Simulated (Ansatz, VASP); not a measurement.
# Ti3AlB3: VASP beside Ansatz

```xyz
7
Lattice="3.0464 1.7588 2.7939 -3.0464 1.7588 2.7939 0.0000 -3.5177 2.7939" Properties=species:S:1:pos:R:3 pbc="T T T"
Ti   -1.5232   -0.8794    2.7939
Ti    0.0000    1.7588    2.7939
Ti    1.5232   -0.8794    2.7939
Al    0.0000    0.0000    0.0000
B     1.5232    0.8794    1.3970
B     0.0000   -1.7588    1.3970
B    -1.5232    0.8794    1.3970
```

Change from the starting cell: species swapped into the NbZn3Ga3 type (R-3m, No. 166).

Alike in both runs: functional PBE; k mesh 4 × 4 × 4; occupations gaussian, width 0.2 eV; no spin polarisation.

Ansatz relaxed the structure, and its values are those at the end. VASP's run is a single point on that final structure, the one shown.

|  | VASP | Ansatz |
| --- | --- | --- |
| version | VASP 6.6.1 | Ansatz 0.2.0 |
| potentials or method | VASP PAW PBE potentials, release 64 (Ti_sv, Al, B), cutoff 500 eV | scalar-relativistic, plane waves, PAW |
| valence electrons in the cell | 48 | 48 |

```csv
,VASP,Ansatz,Ansatz less VASP
gap on the k mesh at the Fermi level (eV),none,none,-
pressure (GPa),-0.3,-0.3,+0.04
```

A gap of «none» marks a metal or a gap that the smearing closes.
